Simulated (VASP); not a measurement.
Wanted: the native input for a VASP 6.6.1 run.

- Task: single point
- Functional: PBE
- Potentials or basis: VASP PAW PBE potentials, release 64 (Ta_pv, N)
- Cutoff: 520 eV
- k mesh: 18 × 18 × 16
- Occupations: gaussian, width 0.15 eV
- Spin: no spin polarisation
- Dipole correction: no
- Further INCAR settings: ALGO = Normal; EDIFF = 1e-06; NBANDS = 15

The structure of TaN lies in POSCAR:

```
TaN
1.0
    3.0387000000      0.0000000000      0.0000000000
   -1.5193500000      2.6315913945      0.0000000000
    0.0000000000      0.0000000000      3.1296000000
Ta N
1 1
Direct
    0.3333333333      0.6666666667      0.5000000000
    0.0000000000      0.0000000000      0.0000000000
```

The input as run:

INCAR

```
PREC = Accurate ; ENCUT = 520
EDIFF = 1E-6 ; ISMEAR = 0
SIGMA = 0.15 ; LREAL = F
LASPH = T ; NELM = 100
ALGO = Normal ; ISIF = 2
LWAVE = F ; LCHARG = F
GGA = PE ; NBANDS = 15
```

KPOINTS

```
Automatic mesh
0
Gamma
  18 18 16
```

Potentials or basis: VASP PAW PBE potentials, release 64 (Ta_pv, N).

Run with:

```sh
$ cat potpaw_PBE.64/Ta_pv/POTCAR potpaw_PBE.64/N/POTCAR > POTCAR
$ mpirun -np 1 vasp_std > vasp.out
```

It gave:

- Pressure: -34.1 GPa
- Band gap on the k mesh: zero (band 8 reaches 6.91 eV, above the bottom of band 9 at 6.61 eV)

Caveat: spin-orbit coupling is left out, which moves the levels of the heavy elements.

Run time: 53 s on 1 thread of Intel(R) Xeon(R) Platinum 8259CL CPU @ 2.50GHz (Skylake/Cascade Lake) (shared host), peak memory 0.24 GiB.
